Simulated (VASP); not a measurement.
# GaSb (Cmmm) in VASP: density of states with PBE

Aim: the density of states of GaSb with PBE.

All numbers are computed with VASP 6.6.1; they aren't measurements. Logs are shortened: lines on timing, memory, paths and dates and some standing lists are left out, and cuts for length are marked.

## (1) The cell of the first run

Symmetry: Cmmm, No. 65, orthorhombic system. The conventional cell has a = 4.106 Å, b = 4.353 Å, c = 5.847 Å, α = 90.00°, β = 90.00°, γ = 90.00°. Within 3.9 Å of Ga (site symmetry mmm) lie 2 Sb at 2.92 Å and 4 Ga at 2.99 Å. Within 3.9 Å of Sb (site symmetry mmm) lie 2 Ga at 2.92 Å and 4 Sb at 2.99 Å.

## (2) Density of states, PBE

The input, POSCAR:

```
GaSb
1.0
    2.0528763385     -2.1764393937      0.0000000000
    2.0528763385      2.1764393937      0.0000000000
    0.0000000000      0.0000000000      5.8470517337
Ga Sb
1 1
Direct
    0.5000000000      0.5000000000      0.0000000000
    0.5000000000      0.5000000000      0.5000000000
```

The input, INCAR.step1:

```
SYSTEM = GaSb
  PREC = Accurate
  ENCUT = 520
  EDIFF = 1E-6
  ISMEAR = 0
  SIGMA = 0.1
  LREAL = .FALSE.
  LASPH = .TRUE.
  NELM = 80
  ALGO = Normal
  ISIF = 2
  LWAVE = .FALSE.
  LCHARG = .TRUE.
  GGA = PE
  NBANDS = 16
```

The input, KPOINTS.step1:

```
Automatic mesh
0
G
  18 18 10
  0 0 0
```

The input, INCAR.step2:

```
SYSTEM = GaSb
  PREC = Accurate
  ENCUT = 520
  EDIFF = 1E-6
  ISMEAR = -5
  SIGMA = 0.1
  LREAL = .FALSE.
  LASPH = .TRUE.
  NELM = 80
  ALGO = Normal
  ISIF = 2
  LWAVE = .FALSE.
  LCHARG = .FALSE.
  GGA = PE
  LORBIT = 10
  NBANDS = 16
  NEDOS = 1001
  ICHARG = 11
```

The input, KPOINTS.step2:

```
Automatic mesh
0
G
  27 27 15
  0 0 0
```

Potentials or basis: VASP PAW PBE potentials, release 64 (Ga_d, Sb).

On the command line:

```console
$ cat potpaw_PBE.64/Ga_d/POTCAR potpaw_PBE.64/Sb/POTCAR > POTCAR
$ cp INCAR.step1 INCAR
$ cp KPOINTS.step1 KPOINTS
$ mpirun -np 1 vasp_std > vasp.out
$ cp INCAR.step2 INCAR
$ cp KPOINTS.step2 KPOINTS
$ mpirun -np 1 vasp_std > vasp.out
```

OUTCAR:

```text
SYSTEM = GaSb
   PREC = Accurate
   ENCUT = 520
   EDIFF = 1E-6
   ISMEAR = -5
   LREAL = .FALSE.
   LASPH = .TRUE.
   NELM = 80
   ISIF = 2
   GGA = PE
   LORBIT = 10
   ICHARG = 11

 ion  position               nearest neighbor table
   1  0.500  0.500  0.000-   2 2.92   2 2.92
   2  0.500  0.500  0.500-   1 2.92   1 2.92

  LATTYP: Found a base centered orthorhombic cell.
 ALAT       =     4.1057526770
 B/A-ratio  =     1.0601902087
 C/A-ratio  =     1.4241120188

  Lattice vectors:

 A1 = (   2.0528763385,  -2.1764393937,   0.0000000000)
 A2 = (   2.0528763385,   2.1764393937,   0.0000000000)
 A3 = (   0.0000000000,   0.0000000000,   5.8470517337)

Analysis of symmetry for initial positions (statically):
=====================================================================
 Subroutine PRICEL returns:
 Original cell was already a primitive cell.

 Routine SETGRP: Setting up the symmetry group for a
 base centered orthorhombic supercell.

 Subroutine GETGRP returns: Found  8 space group operations
 (whereof  8 operations were pure point group operations)
 out of a pool of  8 trial point group operations.

The static configuration has the point symmetry D_2h.

Analysis of symmetry for dynamics (positions and initial velocities):
=====================================================================
 Subroutine PRICEL returns:
 Original cell was already a primitive cell.

 Routine SETGRP: Setting up the symmetry group for a
 base centered orthorhombic supercell.

 Subroutine GETGRP returns: Found  8 space group operations
 (whereof  8 operations were pure point group operations)
 out of a pool of  8 trial point group operations.

The dynamic configuration has the point symmetry D_2h.

 Subroutine INISYM returns: Found  8 space group operations
 (whereof  8 operations are pure point group operations),
 and found     1 'primitive' translations

----------------------------------------------------------------------------------------

                                     Primitive cell

  volume of cell :      52.2488

  direct lattice vectors                    reciprocal lattice vectors
     2.052876338 -2.176439394  0.000000000     0.243560701 -0.229733022  0.000000000
     2.052876338  2.176439394  0.000000000     0.243560701  0.229733022  0.000000000
     0.000000000  0.000000000  5.847051734     0.000000000  0.000000000  0.171026364

  length of vectors
     2.991853889  2.991853889  5.847051734     0.334812002  0.334812002  0.171026364

  position of ions in fractional coordinates (direct lattice)
     0.500000000  0.500000000  0.000000000
     0.500000000  0.500000000  0.500000000

  ion indices of the primitive-cell ions
   primitive index   ion index
                 1           1
                 2           2

----------------------------------------------------------------------------------------

 KPOINTS: Automatic mesh

Automatic generation of k-mesh.
 Grid dimensions read from file:
 generate k-points for:   27   27   15

 Generating k-lattice:

  Cartesian coordinates                     Fractional coordinates (reciprocal lattice)
     0.009020767 -0.008508630  0.000000000     0.037037037  0.000000000  0.000000000
     0.009020767  0.008508630  0.000000000     0.000000000  0.037037037  0.000000000
     0.000000000  0.000000000  0.011401758     0.000000000  0.000000000  0.066666667

  Length of vectors
     0.012400445  0.012400445  0.011401758

  Shift w.r.t. Gamma in fractional coordinates (k-lattice)
     0.000000000  0.000000000  0.000000000

 TETIRR: Found  16415 inequivalent tetrahedra from    65610

 Subroutine IBZKPT returns following result:
 ===========================================

 Found   1568 irreducible k-points:

 Following reciprocal coordinates:
            Coordinates               Weight
  0.000000  0.000000  0.000000      1.000000
  0.037037  0.000000  0.000000      4.000000
  0.074074  0.000000  0.000000      4.000000
  0.111111  0.000000  0.000000      4.000000
  0.148148 -0.000000  0.000000      4.000000
  0.185185  0.000000  0.000000      4.000000
[... 16 lines left out ...]
  0.333333  0.037037  0.000000      4.000000
  0.370370  0.037037  0.000000      4.000000
 [... further k-points ...]
   k-points           NKPTS =   1568   k-points in BZ     NKDIM =   1568   number of bands    NBANDS=     16
   number of dos      NEDOS =   1001   number of ions     NIONS =      2
   total plane-waves  NPLWV =  27648
   dimension x,y,z NGX =    24 NGY =   24 NGZ =   48
   dimension x,y,z NGXF=    48 NGYF=   48 NGZF=   96
   ions per type =               1   1
   NGX,Y,Z   is equivalent  to a cutoff of  13.34, 13.34, 13.65 a.u.
   NGXF,Y,Z  is equivalent  to a cutoff of  26.67, 26.67, 27.30 a.u.
 SYSTEM =  GaSb
   PREC   = accura    normal or accurate (medium, high low for compatibility)
   ISTART =      0    job   : 0-new  1-cont  2-samecut
   ICHARG =     11    charge: 1-file 2-atom 10-const
   ISPIN  =      1    spin polarized calculation?
   LNONCOLLINEAR =      F non collinear calculations
   LSORBIT =      F    spin-orbit coupling
   LASPH  =      T    aspherical Exc in radial PAW
   ENCUT  =  520.0 eV  38.22 Ry    6.18 a.u.   5.56  5.56 10.87*2*pi/ulx,y,z
   NELM   =     80;   NELMIN=  2; NELMDL=  0     # of ELM steps
   EDIFF  = 0.1E-05   stopping-criterion for ELM
   LREAL  =      F    real-space projection
   EDIFFG = 0.1E-04   stopping-criterion for IOM
   NSW    =      0    number of steps for IOM
   IBRION =     -1    ionic relax: 0-MD 1-quasi-New 2-CG
   NFREE  =      0    steps in history (QN), initial steepest desc. (CG)
   ISIF   =      2    stress and relaxation
   ISYM   =      2    0-nonsym 1-usesym 2-fastsym
   POTIM  = 0.5000    time-step for ionic-motion
   TEBEG  =    0.0;   TEEND  =   0.0 temperature during run
   PSTRESS=    0.0 pullay stress
   NELECT =      18.0000    total number of electrons
   NUPDOWN=      -1.0000    fix difference up-down
   EMIN   =  10.00;   EMAX   =-10.00  energy-range for DOS
   EFERMI =   0.00;   METHOD = LEGACY
   ISMEAR =    -5;   SIGMA  =   0.10  broadening in eV -4-tet -1-fermi 0-gaus
   EFERMI_NEDOS =   21; number of points for ismear=-14 and -15
   IALGO  =     38    algorithm
   IMIX   =      4    mixing-type and parameters
     AMIX     =   0.40;   BMIX     =  1.00
     AMIX_MAG =   1.60;   BMIX_MAG =  1.00
  volume/ion in A,a.u.               =      26.12       176.30
  Fermi-wavevector in a.u.,A,eV,Ry     =   1.147643  2.168731 17.920029  1.317085
  Thomas-Fermi vector in A             =   2.284322
   LORBIT       =     10    0 simple, 1 ext, 2 COOP (PROOUT), +10 PAW based schemes
   GGA     = PE    functional components
   LHFCALC =     F    Hartree Fock is set to
   AEXX    =    0.0000 exact exchange contribution
   IVDW    =     0    specifies the selected vdW correction
   LEPSILON=     F    determine dielectric tensor
   LRPA    =     F    only Hartree local field effects (RPA)
 non-spin polarized calculation
 Fermi weights with tetrahedron method with Bloechl corrections
  energy-cutoff  :      520.00
  volume of cell :       52.25
 maximum number of plane-waves:      1431

 number of electron      17.9999991 magnetization

 Free energy of the ion-electron system (eV)
  ---------------------------------------------------
  ext. energy  EPLUGINS =         0.00000000
  ---------------------------------------------------
  free energy    TOTEN  =        -6.76591647 eV

  energy without entropy =       -6.76591647  energy(sigma->0) =       -6.76591647

 E-fermi :   5.7611     XC(G=0):  -9.8225

 val. band max:        5.8904513176   @ k =  -0.4074   0.2963   0.3333
 cond. band min:       5.6708039360   @ k =   0.2593   0.2593   0.3333
 fundamental gap:     -0.2196473816
 Fermi energy:         5.7611213918

 k-point     1 :       0.0000    0.0000    0.0000
  band No.  band energies     occupation
      1      -9.1857      2.00000
      2      -9.1240      2.00000
      3      -8.9750      2.00000
      4      -8.9696      2.00000
      5      -8.9427      2.00000
      6      -6.3246      2.00000
[... 8 lines left out ...]
     15      14.5164      0.00000
     16      16.1916      0.00000

 k-point     2 :       0.0370    0.0000    0.0000
  band No.  band energies     occupation
      1      -9.1838      2.00000
      2      -9.1229      2.00000
      3      -8.9757      2.00000
      4      -8.9701      2.00000
      5      -8.9435      2.00000
      6      -6.3022      2.00000
[... 8 lines left out ...]
     15      14.6048      0.00000
     16      16.2751      0.00000

 k-point     3 :       0.0741    0.0000    0.0000
  band No.  band energies     occupation
      1      -9.1785      2.00000
      2      -9.1194      2.00000
      3      -8.9783      2.00000
      4      -8.9708      2.00000
      5      -8.9461      2.00000
      6      -6.2352      2.00000
[... 8 lines left out ...]
     15      15.0523      0.00000
     16      16.5704      0.00000

 k-point     4 :       0.1111    0.0000    0.0000
  band No.  band energies     occupation
      1      -9.1708      2.00000
      2      -9.1130      2.00000
      3      -8.9836      2.00000
      4      -8.9709      2.00000
      5      -8.9502      2.00000
      6      -6.1238      2.00000
[... 8 lines left out ...]
     15      15.5038      0.00000
     16      15.5626      0.00000

 k-point     5 :       0.1481   -0.0000    0.0000
  band No.  band energies     occupation
      1      -9.1622      2.00000
      2      -9.1032      2.00000
      3      -8.9910      2.00000
      4      -8.9706      2.00000
      5      -8.9556      2.00000
      6      -5.9684      2.00000
[... 8 lines left out ...]
     15      14.7051      0.00000
     16      15.8066      0.00000

 k-point     6 :       0.1852    0.0000    0.0000
  band No.  band energies     occupation
      1      -9.1542      2.00000
      2      -9.0894      2.00000
      3      -9.0000      2.00000
      4      -8.9699      2.00000
      5      -8.9621      2.00000
      6      -5.7699      2.00000
[... 8 lines left out ...]
     15      14.8792      0.00000
     16      16.0472      0.00000
[... 267 lines left out ...]
 k-point    21 :       0.2593    0.0370    0.0000
  band No.  band energies     occupation
      1      -9.1393      2.00000
      2      -9.0526      2.00000
      3      -9.0203      2.00000
      4      -8.9770      2.00000
      5      -8.9696      2.00000
      6      -5.2129      2.00000
[... 8 lines left out ...]
     15      15.5323      0.00000
     16      16.6813      0.00000

 k-point    22 :       0.2963    0.0370    0.0000
  band No.  band energies     occupation
      1      -9.1349      2.00000
      2      -9.0330      2.00000
      3      -9.0304      2.00000
      4      -8.9841      2.00000
      5      -8.9688      2.00000
      6      -4.8971      2.00000
[... 8 lines left out ...]
     15      15.7893      0.00000
     16      16.9602      0.00000

 k-point    23 :       0.3333    0.0370    0.0000
  band No.  band energies     occupation
      1      -9.1313      2.00000
      2      -9.0398      2.00000
      3      -9.0149      2.00000
      4      -8.9900      2.00000
      5      -8.9681      2.00000
      6      -4.5541      2.00000
[... 8 lines left out ...]
     15      16.0556      0.00000
     16      17.2469      0.00000

 k-point    24 :       0.3704    0.0370    0.0000
  band No.  band energies     occupation
      1      -9.1285      2.00000
      2      -9.0480      2.00000
      3      -9.0037      2.00000
      4      -8.9904      2.00000
      5      -8.9674      2.00000
      6      -4.1974      2.00000
[... 8 lines left out ...]
     15      16.3128      0.00000
     16      17.5119      0.00000

 [... further k-points ...]
[... 5 lines left out ...]
  --------------------------------------------------------------------------------------
  -------------------------------------------------------------------------------------
  Total        0.1246509     -0.0452564      0.0342606      0.0000000      0.0000000      0.0000000
  in kB        3.8223438     -1.3877585      1.0505809      0.0000000      0.0000000      0.0000000
  external PRESSURE =       1.1617221 kB  Pullay stress =       0.0000000 kB

 VOLUME and BASIS-vectors are now :
 -----------------------------------------------------------------------------
  energy-cutoff  :      520.00
  volume of cell :       52.25
      direct lattice vectors                 reciprocal lattice vectors
     2.052876338 -2.176439394  0.000000000     0.243560701 -0.229733022  0.000000000
     2.052876338  2.176439394  0.000000000     0.243560701  0.229733022  0.000000000
     0.000000000  0.000000000  5.847051734     0.000000000  0.000000000  0.171026364

 POSITION                                       TOTAL-FORCE (eV/Angst)
 -----------------------------------------------------------------------------------
      2.05288      0.00000      0.00000        -0.000000     -0.000000      0.000000
      2.05288      0.00000      2.92353         0.000000      0.000000      0.000000
 -----------------------------------------------------------------------------------
    total drift:                               -0.000000     -0.000000     -0.000000

  FREE ENERGIE OF THE ION-ELECTRON SYSTEM (eV)
  ---------------------------------------------------
  free  energy   TOTEN  =        -6.7659164653 eV

  energy  without entropy=       -6.7659164653  energy(sigma->0) =       -6.76591647

 total charge

# of ion       s       p       d       tot
------------------------------------------
    1        1.027   0.496   9.937  11.460
    2        1.203   1.162   0.042   2.407
--------------------------------------------------
tot          2.230   1.658   9.979  13.867
```

Run time: 15 min. Hardware: 1 thread of Oxide Virtual Turin-like, shared host; peak memory 1.3 GiB.

What came out:

```
Valence electrons inside the program's atomic spheres : Ga 11.46; Sb 2.41
```

Caveat: spin-orbit coupling is left out, which moves the levels of the heavy elements; tetrahedron occupations give inexact forces and stress in metals.
